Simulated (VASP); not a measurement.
Input of a VASP 6.6.1 run:

Contents of INCAR:

```
SYSTEM = Hf4O7
PREC = Accurate
ENCUT = 520
EDIFF = 1E-7
ISMEAR = 0
SIGMA = 0.05
LREAL = .False.
LASPH = .True.
NELM = 60
ALGO = Normal
ISIF = 2
LWAVE = .False.
LCHARG = .False.
GGA = PE
NBANDS = 52
```

File KPOINTS:

```
regular mesh
0
Gamma
  6 6 6
  0 0 0
```

File POSCAR:

```
Hf4O7
1.0
    5.1028392249     -0.0202636234      0.0208410421
   -0.0202636234      5.1028234413      0.0210008923
    0.0208410421      0.0210008923      5.1027755628
Hf O
4 7
Direct
    0.0000455527     -0.0019268244     -0.0061963728
    0.0000562167      0.5047565084      0.5005032041
    0.5067250904     -0.0019149333      0.5005146184
    0.4888906267      0.4868942148      0.0117846680
    0.2207597952      0.2187777786      0.7093835995
    0.2208100920      0.7891960101      0.2797967371
    0.2772773467      0.7221816035      0.7763884812
    0.7911653825      0.2188248085      0.2797911766
    0.7241644126      0.2753007051      0.7763756320
    0.7242203406      0.7222350335      0.2232829802
    0.7905834640      0.7886026565      0.7100039457
```

Potentials or basis: VASP PAW PBE potentials, release 64 (Hf_pv, O).

Command:

```console
$ cat potpaw_PBE.64/Hf_pv/POTCAR potpaw_PBE.64/O/POTCAR > POTCAR
$ mpirun -np 1 vasp_std > vasp.out
```

Problem. Estimate the pressure.

Solution. -2.9 GPa.

Problem. What does it give for the largest force?

Solution. 0.155 eV/Å.

Problem. What does it give for the band gap on the k mesh?

Solution. 0.90 eV (least direct gap 1.33 eV).

Forces on the atoms (eV/Å):
```
Hf  -0.063 -0.063 -0.052
Hf  -0.063  0.052  0.063
Hf   0.052 -0.063  0.063
Hf   0.090  0.090 -0.090
O   -0.010 -0.010 -0.002
O   -0.010  0.003  0.010
O    0.009 -0.016  0.016
O    0.002 -0.010  0.009
O   -0.016  0.009  0.016
O   -0.016 -0.016 -0.009
O    0.025  0.025 -0.025
```

Caveat: spin-orbit coupling is left out, which moves the levels of the heavy elements. A k mesh can miss the band edges.
